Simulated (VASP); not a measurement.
# Ir (P-1) in VASP: a series of runs

The runs below take Ir through single point, with PBE, r2SCAN+D3(BJ).

Program: VASP 6.6.1. These are calculated values, not measurements. Logs are shortened: lines on timing, memory, paths and dates and some standing lists are left out, and cuts for length are marked.

### 1 The cell of the first run

The typed cell holds 1 atom: a = 2.542 Å, b = 2.611 Å, c = 2.995 Å, α = 58.28°, β = 61.38°, γ = 59.90°.

### 2 Single point, PBE

Contents of INCAR:

```
SYSTEM = Ir
PREC = Accurate
ENCUT = 520
EDIFF = 1E-6
ISMEAR = 0
SIGMA = 0.011
LREAL = .False.
LASPH = .True.
NELM = 80
ALGO = Normal
ISIF = 2
LWAVE = .False.
LCHARG = .True.
GGA = PE
LELF = .True.
LVHAR = .True.
NBANDS = 10
```

Contents of KPOINTS:

```
Automatic mesh
0
Gamma
  12 13 11
  0 0 0
```

Contents of POSCAR:

```
Ir
1.0
    0.0644692700      1.8373557400      1.7560488600
    1.9418131400      0.0774349900      1.7430831500
    2.1728248700      2.0554017600     -0.1535767500
Ir
1
Direct
    0.0000000000      0.0000000000      0.0000000000
```

Potentials or basis: VASP PAW PBE potentials, release 64 (Ir).

Run with:

```bash
> cat potpaw_PBE.64/Ir/POTCAR > POTCAR
> mpirun -np 1 vasp_std > vasp.out
```

OUTCAR:

```text
SYSTEM = Ir
   PREC = Accurate
   ENCUT = 520
   EDIFF = 1E-6
   ISMEAR = 0
   LREAL = .False.
   LASPH = .True.
   NELM = 80
   ISIF = 2
   GGA = PE

 ion  position               nearest neighbor table
   1  0.000  0.000  0.000-

  LATTYP: Found a triclinic cell.
 ALAT       =     2.7500977690
 B/A-ratio  =     2.2832312854
 C/A-ratio  =     1.0374029019
 COS(alpha) =     0.0088672219
 COS(beta)  =     0.5786771390
 COS(gamma) =     0.7696309043

  Lattice vectors:

 A1 = (  -0.2310117300,  -1.9779667700,   1.8966599000)
 A2 = (   3.5881452800,  -3.6604525300,   3.6267773400)
 A3 = (  -2.1083556000,  -0.2180460200,   1.9096256100)

Analysis of symmetry for initial positions (statically):
=====================================================================
 Subroutine PRICEL returns:
 Original cell was already a primitive cell.

 Routine SETGRP: Setting up the symmetry group for a
 triclinic supercell.

 Subroutine GETGRP returns: Found  2 space group operations
 (whereof  2 operations were pure point group operations)
 out of a pool of  2 trial point group operations.

The static configuration has the point symmetry S_2 .

Analysis of symmetry for dynamics (positions and initial velocities):
=====================================================================
 Subroutine PRICEL returns:
 Original cell was already a primitive cell.

 Routine SETGRP: Setting up the symmetry group for a
 triclinic supercell.

 Subroutine GETGRP returns: Found  2 space group operations
 (whereof  2 operations were pure point group operations)
 out of a pool of  2 trial point group operations.

The dynamic configuration has the point symmetry S_2 .

 Subroutine INISYM returns: Found  2 space group operations
 (whereof  2 operations are pure point group operations),
 and found     1 'primitive' translations

----------------------------------------------------------------------------------------

                                     Primitive cell

  volume of cell :      13.9883

  direct lattice vectors                    reciprocal lattice vectors
     0.064469270  1.837355740  1.756048860    -0.256973762  0.292074744  0.273296327
     1.941813140  0.077434990  1.743083150     0.278200963 -0.273477489  0.275926275
     2.172824870  2.055401760 -0.153576750     0.219231946  0.235735674 -0.254699073

  length of vectors
     2.542388641  2.610550386  2.994900688     0.475430387  0.477829490  0.410494302

  position of ions in fractional coordinates (direct lattice)
     0.000000000  0.000000000  0.000000000

  ion indices of the primitive-cell ions
   primitive index   ion index
                 1           1

----------------------------------------------------------------------------------------

 KPOINTS: Automatic mesh

Automatic generation of k-mesh.
 Grid dimensions read from file:
 generate k-points for:   12   13   11

 Generating k-lattice:

  Cartesian coordinates                     Fractional coordinates (reciprocal lattice)
    -0.021414480  0.024339562  0.022774694     0.083333333  0.000000000  0.000000000
     0.021400074 -0.021036730  0.021225098    -0.000000000  0.076923077 -0.000000000
     0.019930177  0.021430516 -0.023154461    -0.000000000  0.000000000  0.090909091

  Length of vectors
     0.039619199  0.036756115  0.037317664

  Shift w.r.t. Gamma in fractional coordinates (k-lattice)
     0.000000000  0.000000000  0.000000000

 Subroutine IBZKPT returns following result:
 ===========================================

 Found    859 irreducible k-points:

 Following reciprocal coordinates:
            Coordinates               Weight
  0.000000  0.000000  0.000000      1.000000
  0.083333  0.000000 -0.000000      2.000000
  0.166667 -0.000000 -0.000000      2.000000
  0.250000  0.000000  0.000000      2.000000
  0.333333  0.000000  0.000000      2.000000
  0.416667  0.000000 -0.000000      2.000000
[... 16 lines left out ...]
  0.250000  0.153846  0.000000      2.000000
  0.333333  0.153846 -0.000000      2.000000
 [... further k-points ...]
   k-points           NKPTS =    859   k-points in BZ     NKDIM =    859   number of bands    NBANDS=     10
   number of dos      NEDOS =    301   number of ions     NIONS =      1
   total plane-waves  NPLWV =   9600
   dimension x,y,z NGX =    20 NGY =   20 NGZ =   24
   dimension x,y,z NGXF=    40 NGYF=   40 NGZF=   48
   ions per type =               1
   NGX,Y,Z   is equivalent  to a cutoff of  13.08, 12.74, 13.32 a.u.
   NGXF,Y,Z  is equivalent  to a cutoff of  26.16, 25.47, 26.64 a.u.
 SYSTEM =  Ir
   PREC   = accura    normal or accurate (medium, high low for compatibility)
   ISTART =      0    job   : 0-new  1-cont  2-samecut
   ICHARG =      2    charge: 1-file 2-atom 10-const
   ISPIN  =      1    spin polarized calculation?
   LNONCOLLINEAR =      F non collinear calculations
   LSORBIT =      F    spin-orbit coupling
   LASPH  =      T    aspherical Exc in radial PAW
   ENCUT  =  520.0 eV  38.22 Ry    6.18 a.u.   4.73  4.85  5.57*2*pi/ulx,y,z
   NELM   =     80;   NELMIN=  2; NELMDL= -5     # of ELM steps
   EDIFF  = 0.1E-05   stopping-criterion for ELM
   LREAL  =      F    real-space projection
   EDIFFG = 0.1E-04   stopping-criterion for IOM
   NSW    =      0    number of steps for IOM
   IBRION =     -1    ionic relax: 0-MD 1-quasi-New 2-CG
   NFREE  =      0    steps in history (QN), initial steepest desc. (CG)
   ISIF   =      2    stress and relaxation
   ISYM   =      2    0-nonsym 1-usesym 2-fastsym
   POTIM  = 0.5000    time-step for ionic-motion
   TEBEG  =    0.0;   TEEND  =   0.0 temperature during run
   PSTRESS=    0.0 pullay stress
   NELECT =       9.0000    total number of electrons
   NUPDOWN=      -1.0000    fix difference up-down
   EMIN   =  10.00;   EMAX   =-10.00  energy-range for DOS
   EFERMI =   0.00;   METHOD = LEGACY
   ISMEAR =     0;   SIGMA  =   0.01  broadening in eV -4-tet -1-fermi 0-gaus
   EFERMI_NEDOS =   21; number of points for ismear=-14 and -15
   IALGO  =     38    algorithm
   IMIX   =      4    mixing-type and parameters
     AMIX     =   0.40;   BMIX     =  1.00
     AMIX_MAG =   1.60;   BMIX_MAG =  1.00
  volume/ion in A,a.u.               =      13.99        94.40
  Fermi-wavevector in a.u.,A,eV,Ry     =   1.413299  2.670747 27.176453  1.997413
  Thomas-Fermi vector in A             =   2.534959
   LORBIT       =      0    0 simple, 1 ext, 2 COOP (PROOUT), +10 PAW based schemes
   GGA     = PE    functional components
   LHFCALC =     F    Hartree Fock is set to
   AEXX    =    0.0000 exact exchange contribution
   IVDW    =     0    specifies the selected vdW correction
   LEPSILON=     F    determine dielectric tensor
   LRPA    =     F    only Hartree local field effects (RPA)
 non-spin polarized calculation
 Gauss-broadening in eV      SIGMA  =   0.01
  energy-cutoff  :      520.00
  volume of cell :       13.99
 maximum number of plane-waves:       389
   NGX =  9   NGY =  9   NGZ = 11

 number of electron       9.0000000 magnetization

 Free energy of the ion-electron system (eV)
  ---------------------------------------------------
  ext. energy  EPLUGINS =         0.00000000
  ---------------------------------------------------
  free energy    TOTEN  =        -8.39013887 eV

  energy without entropy =       -8.39007136  energy(sigma->0) =       -8.39010511

 E-fermi :  10.4814     XC(G=0): -14.0207

 val. band max:       10.4797537430   @ k =   0.0833   0.1538   0.1818
 cond. band min:      10.4828609208   @ k =   0.0833   0.3077   0.0909
 fundamental gap:      0.0031071777
 Fermi energy:        10.4813960944

 k-point     1 :       0.0000    0.0000    0.0000
  band No.  band energies     occupation
      1      -0.6328      2.00000
      2       5.0566      2.00000
      3       6.7847      2.00000
      4       7.3389      2.00000
      5       9.2883      2.00000
      6      10.5467      0.00000
      7      24.3891      0.00000
      8      27.7174      0.00000
      9      32.4688      0.00000
     10      33.3000      0.00000

 k-point     2 :       0.0833    0.0000   -0.0000
  band No.  band energies     occupation
      1      -0.2751      2.00000
      2       5.2274      2.00000
      3       7.0579      2.00000
      4       7.0699      2.00000
      5       9.1454      2.00000
      6      10.2988      2.00000
      7      25.0151      0.00000
      8      28.3275      0.00000
      9      31.0350      0.00000
     10      33.1201      0.00000

 k-point     3 :       0.1667   -0.0000   -0.0000
  band No.  band energies     occupation
      1       0.7020      2.00000
      2       5.6319      2.00000
      3       6.4851      2.00000
      4       7.8407      2.00000
      5       8.8717      2.00000
      6       9.7419      2.00000
      7      26.1204      0.00000
      8      28.5017      0.00000
      9      30.5094      0.00000
     10      34.0207      0.00000

 k-point     4 :       0.2500    0.0000    0.0000
  band No.  band energies     occupation
      1       1.8963      2.00000
      2       5.7168      2.00000
      3       6.3982      2.00000
      4       8.6946      2.00000
      5       8.9511      2.00000
      6       9.4888      2.00000
      7      24.8939      0.00000
      8      28.5754      0.00000
      9      32.0301      0.00000
     10      34.0251      0.00000
[... 222 lines left out ...]
 k-point    22 :       0.1667    0.1538   -0.0000
  band No.  band energies     occupation
      1       0.9647      2.00000
      2       5.5129      2.00000
      3       6.4467      2.00000
      4       8.0476      2.00000
      5       8.9559      2.00000
      6       9.7601      2.00000
      7      26.1634      0.00000
      8      29.0498      0.00000
      9      29.1564      0.00000
     10      33.2753      0.00000

 k-point    23 :       0.2500    0.1538    0.0000
  band No.  band energies     occupation
      1       1.9982      2.00000
      2       5.2810      2.00000
      3       6.6358      2.00000
      4       8.2645      2.00000
      5       8.9373      2.00000
      6       9.9304      2.00000
      7      26.4316      0.00000
      8      28.1434      0.00000
      9      29.5736      0.00000
     10      33.3805      0.00000

 k-point    24 :       0.3333    0.1538   -0.0000
  band No.  band energies     occupation
      1       3.1210      2.00000
      2       5.2454      2.00000
      3       6.4607      2.00000
      4       7.8212      2.00000
      5      10.0807      2.00000
      6      10.7146      0.00000
      7      24.8523      0.00000
      8      27.7697      0.00000
      9      28.5536      0.00000
     10      33.1693      0.00000

 [... further k-points ...]

------------------------ aborting loop because EDIFF is reached ----------------------------------------

  FORCE on cell =-STRESS in cart. coord.  units (eV):
  Direction    XX          YY          ZZ          XY          YZ          ZX
  --------------------------------------------------------------------------------------
  -------------------------------------------------------------------------------------
  Total        1.6329116      3.2125646      2.8249974     -2.2584048      2.0916218      1.8228989
  in kB      187.0286060    367.9571390    323.5664056   -258.6706529    239.5678484    208.7891562
  external PRESSURE =     292.8507169 kB  Pullay stress =       0.0000000 kB

 VOLUME and BASIS-vectors are now :
 -----------------------------------------------------------------------------
  energy-cutoff  :      520.00
  volume of cell :       13.99
      direct lattice vectors                 reciprocal lattice vectors
     0.064469270  1.837355740  1.756048860    -0.256973762  0.292074744  0.273296327
     1.941813140  0.077434990  1.743083150     0.278200963 -0.273477489  0.275926275
     2.172824870  2.055401760 -0.153576750     0.219231946  0.235735674 -0.254699073

 POSITION                                       TOTAL-FORCE (eV/Angst)
 -----------------------------------------------------------------------------------
      0.00000      0.00000      0.00000        -0.000000      0.000000     -0.000000
 -----------------------------------------------------------------------------------
    total drift:                               -0.000000     -0.000000      0.000000

  FREE ENERGIE OF THE ION-ELECTRON SYSTEM (eV)
  ---------------------------------------------------
  free  energy   TOTEN  =        -8.3901388725 eV

  energy  without entropy=       -8.3900713565  energy(sigma->0) =       -8.39010511
```

Wall time 2.1 min (1 thread of Intel Xeon 8259CL, shared host); peak memory 0.24 GiB.

Results:

```yaml
Free_energy: -8.3901 eV
Pressure: 29.3 GPa
Band_gap_on_the_k_mesh: zero (an odd number of electrons rules out a gap without spin polarisation)
```

Caveat: the cell stands under pressure; spin-orbit coupling is left out, which moves the levels of the heavy elements.

(Part 1 of 2 ends here.)
